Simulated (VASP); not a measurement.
Here is a VASP 6.6.1 calculation.

File INCAR:

```
PREC = Accurate ; ENCUT = 520
EDIFF = 1E-7 ; ISMEAR = 0
SIGMA = 0.01 ; LREAL = F
LASPH = T ; NELM = 120
ALGO = Normal ; ISIF = 2
LWAVE = F ; LCHARG = F
GGA = PS ; IBRION = 2
NSW = 50 ; EDIFFG = -0.002
GGA_COMPAT = F ; NELMIN = 4
```

File KPOINTS:

```
regular mesh
0
Gamma
  8 8 4
```

The input POSCAR:

```
ZnO
1.0
    3.2300695972      0.0000000000      0.0000000000
   -1.6150347986      2.7973223271      0.0000000000
    0.0000000000      0.0000000000      5.1880428699
Zn O
2 2
Direct
    0.3333333333      0.6666666667      0.5000305594
    0.6666666667      0.3333333333      0.0000305594
    0.6666666667      0.3333333333      0.3789794406
    0.3333333333      0.6666666667      0.8789794406
```

Potentials or basis: VASP PAW PBE potentials, release 64 (Zn, O).

Run with:

```sh
$ cat potpaw_PBE.64/Zn/POTCAR potpaw_PBE.64/O/POTCAR > POTCAR
$ mpirun -np 1 vasp_std > vasp.out
```

Problem. What does it give for the energy gained by relaxing?

Solution. 0.1 meV/atom.

Problem. Estimate the band gap on the k mesh.

Solution. 0.70 eV.

Stress tensor (GPa, compression positive):
```
1.57 0.00 0.00
0.00 1.57 0.00
0.00 0.00 2.10
```

Caveat: the cell differs from its parent crystal (z stretched by -0.5 %, x and y held); semilocal functionals underestimate gaps, and a narrow one can read as zero; the PAW data sets were made with another functional, which shifts forces and pressure a little.
